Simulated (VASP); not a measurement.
Write the native input for VASP 6.6.1 that does the following.

* Task: single point
* Functional: PBE
* Potentials or basis: VASP PAW PBE potentials, release 64 (Sr_sv)
* Cutoff: 520 eV
* k mesh: 5 × 5 × 7
* Occupations: fermi-dirac, width 0.1 eV
* Spin: no spin polarisation
* Dipole correction: no
* Further INCAR settings: ALGO = Normal; EDIFF = 1e-06; NBANDS = 22

The structure of Sr lies in POSCAR:

```
Sr
1.0
    6.5747681013      0.0000000000      0.0000000000
   -3.2873840507      5.6939161997      0.0000000000
    0.0000000000      0.0000000000      3.9088442793
Sr
3
Direct
    0.0000000000      0.0000000000      0.0000000000
    0.3333333333      0.6666666667      0.5000000000
    0.6666666667      0.3333333333      0.5000000000
```

One way to write it, as run:

INCAR

```
SYSTEM = Sr
PREC     = Accurate       ! precision mode
ENCUT    = 520            ! plane-wave cutoff, eV
EDIFF    = 1E-6           ! SCF threshold, eV
ISMEAR   = -1             ! smearing method
SIGMA    = 0.1            ! smearing width, eV
LREAL    = .False.        ! projectors in reciprocal space
LASPH    = .True.         ! aspherical terms in the spheres
NELM     = 60             ! most SCF steps
ALGO     = Normal         ! electronic algorithm
ISIF     = 2              ! what is computed and relaxed
LWAVE    = .False.        ! write WAVECAR
LCHARG   = .False.        ! write CHGCAR
GGA      = PE             ! functional
NBANDS   = 22             ! bands
```

KPOINTS

```
regular mesh
0
Gamma
  5 5 7
  0 0 0
```

Potentials or basis: VASP PAW PBE potentials, release 64 (Sr_sv).

Command:

```bash
$ cat potpaw_PBE.64/Sr_sv/POTCAR > POTCAR
$ mpirun -np 1 vasp_std > vasp.out
```

It gave:

```yaml
Pressure: 1.7 GPa
Band_gap_on_the_k_mesh: zero (band 15 reaches 2.22 eV, above the bottom of band 16 at 1.93 eV)
```

Wall time 48 s on 1 thread of Intel(R) Xeon(R) Platinum 8488C (Sapphire Rapids), on a shared host, peak memory 0.26 GiB.
